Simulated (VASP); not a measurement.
# ScAl (Pm-3m) in VASP: notebook

The runs below take ScAl through single point, relaxation of cell and atoms, with PBEsol, LDA.

Everything below comes from runs of VASP 6.6.1. Logs are shortened: lines on timing, memory, paths and dates and some standing lists are left out, and cuts for length are marked.

### Step 1. The cell of the first run

It takes space group Pm-3m (No. 221, cubic). Conventional cell: a = 3.344 Å, b = 3.344 Å, c = 3.344 Å, α = 90.00°, β = 90.00°, γ = 90.00°. Within 3.8 Å of Sc (site symmetry m-3m) lie 8 Al at 2.90 Å and 6 Sc at 3.34 Å. Al (site symmetry m-3m) has 8 Sc at 2.90 Å and 6 Al at 3.34 Å within 3.8 Å.

### Step 2. Single point, PBEsol

The input, INCAR:

```
ALGO = Fast ; EDIFF = 1E-6
ENCUT = 520 ; GGA = PS
ISIF = 2 ; ISMEAR = 0
LASPH = True ; LCHARG = False
LREAL = False ; LWAVE = False
NBANDS = 14 ; NELM = 60
PREC = Accurate ; SIGMA = 0.1
```

The input, KPOINTS:

```
k-points
0
Gamma
  12 12 12
```

The input, POSCAR:

```
ScAl
1.0
    3.3444038801      0.0000000000      0.0000000000
    0.0000000000      3.3444038801      0.0000000000
    0.0000000000      0.0000000000      3.3444038801
Sc Al
1 1
Direct
    0.5000000000      0.5000000000      0.5000000000
    0.0000000000      0.0000000000      0.0000000000
```

Potentials or basis: VASP PAW PBE potentials, release 64 (Sc_sv, Al).

Run with:

```console
cat potpaw_PBE.64/Sc_sv/POTCAR potpaw_PBE.64/Al/POTCAR > POTCAR
mpirun -np 1 vasp_std > vasp.out
```

OUTCAR:

```text
EDIFF = 1E-6
   ENCUT = 520
   GGA = PS
   ISIF = 2
   ISMEAR = 0
   LASPH = True
   LREAL = False
   NELM = 60
   PREC = Accurate

 ion  position               nearest neighbor table
   1  0.500  0.500  0.500-   2 2.90   2 2.90   2 2.90   2 2.90   2 2.90   2 2.90   2 2.90   2 2.90

   2  0.000  0.000  0.000-   1 2.90   1 2.90   1 2.90   1 2.90   1 2.90   1 2.90   1 2.90   1 2.90

  LATTYP: Found a simple cubic cell.
 ALAT       =     3.3444038801

  Lattice vectors:

 A1 = (   3.3444038801,   0.0000000000,   0.0000000000)
 A2 = (   0.0000000000,   3.3444038801,   0.0000000000)
 A3 = (   0.0000000000,   0.0000000000,   3.3444038801)

Analysis of symmetry for initial positions (statically):
=====================================================================
 Subroutine PRICEL returns:
 Original cell was already a primitive cell.

 Routine SETGRP: Setting up the symmetry group for a
 simple cubic supercell.

 Subroutine GETGRP returns: Found 48 space group operations
 (whereof 48 operations were pure point group operations)
 out of a pool of 48 trial point group operations.

The static configuration has the point symmetry O_h .

Analysis of symmetry for dynamics (positions and initial velocities):
=====================================================================
 Subroutine PRICEL returns:
 Original cell was already a primitive cell.

 Routine SETGRP: Setting up the symmetry group for a
 simple cubic supercell.

 Subroutine GETGRP returns: Found 48 space group operations
 (whereof 48 operations were pure point group operations)
 out of a pool of 48 trial point group operations.

The dynamic configuration has the point symmetry O_h .

 Subroutine INISYM returns: Found 48 space group operations
 (whereof 48 operations are pure point group operations),
 and found     1 'primitive' translations

----------------------------------------------------------------------------------------

                                     Primitive cell

  volume of cell :      37.4073

  direct lattice vectors                    reciprocal lattice vectors
     3.344403880  0.000000000  0.000000000     0.299006949  0.000000000  0.000000000
     0.000000000  3.344403880  0.000000000     0.000000000  0.299006949  0.000000000
     0.000000000  0.000000000  3.344403880     0.000000000  0.000000000  0.299006949

  length of vectors
     3.344403880  3.344403880  3.344403880     0.299006949  0.299006949  0.299006949

  position of ions in fractional coordinates (direct lattice)
[... 94 lines left out ...]
   ISMEAR =     0;   SIGMA  =   0.10  broadening in eV -4-tet -1-fermi 0-gaus
   EFERMI_NEDOS =   21; number of points for ismear=-14 and -15
   IALGO  =     68    algorithm
   IMIX   =      4    mixing-type and parameters
     AMIX     =   0.40;   BMIX     =  1.00
     AMIX_MAG =   1.60;   BMIX_MAG =  1.00
  volume/ion in A,a.u.               =      18.70       126.22
  Fermi-wavevector in a.u.,A,eV,Ry     =   1.179774  2.229449 18.937493  1.391866
  Thomas-Fermi vector in A             =   2.316079
   LORBIT       =      0    0 simple, 1 ext, 2 COOP (PROOUT), +10 PAW based schemes
   GGA     = PS    functional components
   LHFCALC =     F    Hartree Fock is set to
   AEXX    =    0.0000 exact exchange contribution
   IVDW    =     0    specifies the selected vdW correction
   LEPSILON=     F    determine dielectric tensor
   LRPA    =     F    only Hartree local field effects (RPA)
 non-spin polarized calculation
 RMM-DIIS sequential band-by-band and
 Gauss-broadening in eV      SIGMA  =   0.10
  energy-cutoff  :      520.00
  volume of cell :       37.41
 maximum number of plane-waves:      1024
 NGX is ok and might be reduce to    28
   NGX = 13   NGY = 13   NGZ = 13

 number of electron      14.0000002 magnetization

 Free energy of the ion-electron system (eV)
  ---------------------------------------------------
  ext. energy  EPLUGINS =         0.00000000
  ---------------------------------------------------
  free energy    TOTEN  =       -11.62507341 eV

  energy without entropy =      -11.62160922  energy(sigma->0) =      -11.62334131

 E-fermi :   6.1335     XC(G=0): -10.5015

 val. band max:        6.1139210449   @ k =   0.3333   0.0000   0.0000
 cond. band min:       6.2067761091   @ k =   0.5000   0.1667   0.0000
 fundamental gap:      0.0928550641
 Fermi energy:         6.1335465190

 k-point     1 :       0.0000    0.0000    0.0000
  band No.  band energies     occupation
      1     -43.0082      2.00000
      2     -21.6838      2.00000
      3     -21.6838      2.00000
      4     -21.6838      2.00000
      5      -2.3963      2.00000
      6       5.4388      2.00000
      7       5.4388      2.00000
      8       8.9299      0.00000
      9       8.9299      0.00000
     10       8.9299      0.00000
     11       9.9886      0.00000
     12       9.9886      0.00000
     13       9.9886      0.00000
     14      14.9051      0.00000
[... 377 lines left out ...]
      1     -42.9805      2.00000
      2     -21.8473      2.00000
      3     -21.8079      2.00000
      4     -21.6540      2.00000
      5       0.8341      2.00000
      6       3.4153      2.00000
      7       4.7488      2.00000
      8       6.4210      0.00005
      9       7.5346      0.00000
     10       7.9708      0.00000
     11       9.8904      0.00000
     12      11.2007      0.00000
     13      12.1627      0.00000
     14      13.7254      0.00000

 [... further k-points ...]

------------------------ aborting loop because EDIFF is reached ----------------------------------------

  FORCE on cell =-STRESS in cart. coord.  units (eV):
  Direction    XX          YY          ZZ          XY          YZ          ZX
  --------------------------------------------------------------------------------------
  -------------------------------------------------------------------------------------
  Total        0.0364581      0.0364581      0.0364581     -0.0000000      0.0000000     -0.0000000
  in kB        1.5615220      1.5615220      1.5615220     -0.0000000      0.0000000     -0.0000000
  external PRESSURE =       1.5615220 kB  Pullay stress =       0.0000000 kB

 VOLUME and BASIS-vectors are now :
 -----------------------------------------------------------------------------
  energy-cutoff  :      520.00
  volume of cell :       37.41
      direct lattice vectors                 reciprocal lattice vectors
     3.344403880  0.000000000  0.000000000     0.299006949  0.000000000  0.000000000
     0.000000000  3.344403880  0.000000000     0.000000000  0.299006949  0.000000000
     0.000000000  0.000000000  3.344403880     0.000000000  0.000000000  0.299006949

 POSITION                                       TOTAL-FORCE (eV/Angst)
 -----------------------------------------------------------------------------------
      1.67220      1.67220      1.67220         0.000000      0.000000      0.000000
      0.00000      0.00000      0.00000         0.000000      0.000000      0.000000
 -----------------------------------------------------------------------------------
    total drift:                                0.000000      0.000000      0.000000

  FREE ENERGIE OF THE ION-ELECTRON SYSTEM (eV)
  ---------------------------------------------------
  free  energy   TOTEN  =       -11.6250734116 eV

  energy  without entropy=      -11.6216092167  energy(sigma->0) =      -11.62334131
```

OSZICAR:

```text
N       E                     dE             d eps       ncg     rms          rms(c)
DAV:   1     0.115405265072E+03    0.11541E+03   -0.66352E+03  2424   0.935E+02
DAV:   2    -0.963994165649E+01   -0.12505E+03   -0.12144E+03  2390   0.309E+02
DAV:   3    -0.127278482422E+02   -0.30879E+01   -0.30139E+01  3456   0.594E+01
DAV:   4    -0.127986494559E+02   -0.70801E-01   -0.70763E-01  2790   0.771E+00
DAV:   5    -0.128013750924E+02   -0.27256E-02   -0.27255E-02  3570   0.143E+00    0.781E+00
RMM:   6    -0.116435095861E+02    0.11579E+01   -0.14370E+00  2439   0.136E+01    0.206E+00
RMM:   7    -0.116367928230E+02    0.67168E-02   -0.81665E-01  3027   0.579E+00    0.860E-01
RMM:   8    -0.116253977143E+02    0.11395E-01   -0.62249E-02  2789   0.297E+00    0.799E-01
RMM:   9    -0.116267731304E+02   -0.13754E-02   -0.47926E-02  3104   0.151E+00    0.266E-01
RMM:  10    -0.116249728940E+02    0.18002E-02   -0.47381E-03  2816   0.884E-01    0.159E-01
RMM:  11    -0.116251602097E+02   -0.18732E-03   -0.16218E-03  3033   0.319E-01    0.568E-02
RMM:  12    -0.116250927836E+02    0.67426E-04   -0.27071E-04  3506   0.141E-01    0.340E-02
RMM:  13    -0.116250789078E+02    0.13876E-04   -0.51517E-05  3395   0.577E-02    0.748E-02
RMM:  14    -0.116250734063E+02    0.55015E-05   -0.21271E-05  3082   0.560E-02    0.319E-02
RMM:  15    -0.116250734116E+02   -0.53174E-08   -0.42705E-06  2706   0.220E-02
   1 F= -.11625073E+02 E0= -.11623341E+02  d E =-.346419E-02
```

Wall time 41 s (1 thread of Intel Xeon Platinum 8259CL at 2.50GHz (Skylake/Cascade Lake), shared host); peak memory 0.18 GiB.

What came out:

| Item | Value |
| --- | --- |
| Free energy | -11.6251 eV |
| Pressure | 0.2 GPa |
| Band gap on the k mesh | zero (band 7 reaches 6.48 eV, above the bottom of band 8 at 5.29 eV) |

Levels at points of the mesh, in eV from the Fermi level:
```csv
k point,band 4,band 5,band 6,band 7,band 8,band 9,band 10,band 11
"(0.00, 0.00, 0.00)",-27.82,-8.53,-0.69,-0.69,2.80,2.80,2.80,3.86
"(0.50, 0.00, 0.00)",-27.80,-5.67,-4.60,0.27,0.81,0.81,3.04,3.94
"(0.50, 0.50, 0.00)",-27.78,-4.73,-1.83,-1.83,-0.84,1.57,1.57,3.82
"(0.50, 0.50, 0.50)",-27.96,-2.59,-2.59,-2.59,-0.32,2.98,2.98,2.98
```

Caveat: the PAW data sets were made with another functional, which shifts forces and pressure a little.

### Step 3. Relaxation of cell and atoms, LDA

This run uses another cell than the first one, of 19.14 Å³/atom, 1.023 times its volume.

The input, INCAR:

```
ALGO     = Normal         # electronic algorithm
EDIFF    = 1E-6           # SCF threshold, eV
EDIFFG   = -0.01          # ionic threshold
ENCUT    = 600            # plane-wave cutoff, eV
IBRION   = 2              # ionic algorithm
ISIF     = 3              # what is computed and relaxed
ISMEAR   = 0              # smearing method
LASPH    = True           # aspherical terms in the spheres
LCHARG   = False          # write CHGCAR
LREAL    = False          # projectors in reciprocal space
LWAVE    = False          # write WAVECAR
NELM     = 80             # most SCF steps
NSW      = 80             # ionic steps
PREC     = Accurate       # precision mode
SIGMA    = 0.1            # smearing width, eV
```

KPOINTS is that of step 2.

The input, POSCAR:

```
ScAl
1.0
    3.3703489700      0.0000000000      0.0000000000
    0.0000000000      3.3703489700      0.0000000000
    0.0000000000      0.0000000000      3.3703489700
Sc Al
1 1
Direct
    0.5000000000      0.5000000000      0.5000000000
    0.0000000000      0.0000000000      0.0000000000
```

Potentials or basis: VASP PAW LDA potentials, release 64 (Sc_sv, Al).

Run with:

```console
cat potpaw_LDA.64/Sc_sv/POTCAR potpaw_LDA.64/Al/POTCAR > POTCAR
mpirun -np 1 vasp_std > vasp.out
```

It took 59 s on 1 thread of Intel Xeon Platinum 8259CL at 2.50GHz (Skylake/Cascade Lake), shared host; peak memory 0.18 GiB.

The run converged. Its results:

| Item | Value |
| --- | --- |
| Free energy | -11.8917 eV |
| Relaxed volume | 18.13 Å³/atom |
| Relaxed cell | a = 3.310 Å, b = 3.310 Å, c = 3.310 Å, α = 90.00°, β = 90.00°, γ = 90.00° |
| Space group after relaxing (to 0.05 Å) | Pm-3m (No. 221) |
| Energy gained by relaxing | 13.9 meV/atom |
| Ionic steps | 3 |
| Pressure after relaxing | 0.0 GPa |
| Band gap on the k mesh | zero (band 7 reaches 6.56 eV, above the bottom of band 8 at 5.40 eV) |

Step by step:
| step | energy change (eV) | largest force (eV/Å) | pressure (GPa) | volume (Å³) |
| --- | --- | --- | --- | --- |
| 1 | 0.0000 | 0.0000 | -4.19 | 38.28 |
| 2 | -0.0240 | 0.0000 | 1.77 | 35.57 |
| 3 | -0.0278 | 0.0000 | 0.00 | 36.27 |

Final structure:
```
CELL_PARAMETERS angstrom
3.31008 0.00000 0.00000
0.00000 3.31008 0.00000
0.00000 0.00000 3.31008
ATOMIC_POSITIONS crystal
Sc 0.50000 0.50000 0.50000
Al 0.00000 0.00000 0.00000
```

Levels at points of the mesh, in eV from the Fermi level:
```csv
k point,band 5,band 6,band 7,band 8,band 9,band 10
"(0.00, 0.00, 0.00)",-8.59,-0.75,-0.75,2.83,2.83,2.83
"(0.50, 0.00, 0.00)",-5.66,-4.61,0.24,0.80,0.80,3.08
"(0.50, 0.50, 0.00)",-4.80,-1.76,-1.76,-0.83,1.57,1.57
"(0.50, 0.50, 0.50)",-2.65,-2.65,-2.65,-0.25,3.17,3.17
```

### Step 4. Relaxation of cell and atoms, PBEsol

This run uses another cell than the first one, of 19.14 Å³/atom, 1.023 times its volume.

The input, INCAR:

```
PREC = Accurate
ENCUT = 600
EDIFF = 1E-6
ISMEAR = 0
SIGMA = 0.1
LREAL = F
LASPH = T
NELM = 100
ALGO = Normal
ISIF = 3
LWAVE = F
LCHARG = F
GGA = PS
IBRION = 2
NSW = 80
EDIFFG = -0.01
```

The input, KPOINTS:

```
Automatic mesh
0
Gamma
  12 12 12
```

POSCAR is that of step 3.

Potentials or basis: VASP PAW PBE potentials, release 64 (Sc_sv, Al).

Run with:

```console
cat potpaw_PBE.64/Sc_sv/POTCAR potpaw_PBE.64/Al/POTCAR > POTCAR
mpirun -np 1 vasp_std > vasp.out
```

Wall time 60 s (1 thread of Intel Xeon Platinum 8259CL at 2.50GHz (Skylake/Cascade Lake), shared host); peak memory 0.2 GiB.

The run converged. Its results:

```yaml
Free_energy: -11.6258 eV
Relaxed_volume: 18.74 Å³/atom
Relaxed_cell: a = 3.347 Å, b = 3.347 Å, c = 3.347 Å, α = 90.00°, β = 90.00°, γ = 90.00°
Space_group_after_relaxing_to_0.05_Å: Pm-3m (No. 221)
Energy_gained_by_relaxing: 2.1 meV/atom
Ionic_steps: 3
Pressure_after_relaxing: 0.0 GPa
Band_gap_on_the_k_mesh: zero (band 7 reaches 6.47 eV, above the bottom of band 8 at 5.28 eV)
```

The path:
```csv
step,energy change (eV),largest force (eV/Å),pressure (GPa),volume (Å³)
1,0.0000,0.0000,-1.65,38.28
2,-0.0037,0.0000,0.62,37.20
3,-0.0042,0.0000,0.01,37.48
```

Final structure:
```cif
data_structure
_symmetry_space_group_name_H-M 'P 1'
_symmetry_Int_Tables_number 1
_cell_length_a 3.3465
_cell_length_b 3.3465
_cell_length_c 3.3465
_cell_angle_alpha 90.000
_cell_angle_beta 90.000
_cell_angle_gamma 90.000
_cell_volume 37.48
loop_
_atom_site_label
_atom_site_type_symbol
_atom_site_fract_x
_atom_site_fract_y
_atom_site_fract_z
_atom_site_occupancy
Sc1 Sc 0.50000 0.50000 0.50000 1
Al1 Al 0.00000 0.00000 0.00000 1
```

Levels at points of the mesh, in eV from the Fermi level:
```tsv
k point	band 5	band 6	band 7	band 8	band 9	band 10
(0.00, 0.00, 0.00)	-8.52	-0.69	-0.69	2.79	2.79	2.79
(0.50, 0.00, 0.00)	-5.67	-4.59	0.27	0.81	0.81	3.03
(0.50, 0.50, 0.00)	-4.73	-1.83	-1.83	-0.84	1.57	1.57
(0.50, 0.50, 0.50)	-2.58	-2.58	-2.58	-0.33	2.98	2.98
```

Caveat: the PAW data sets were made with another functional, which shifts forces and pressure a little.

(Part 1 of 2 ends here.)
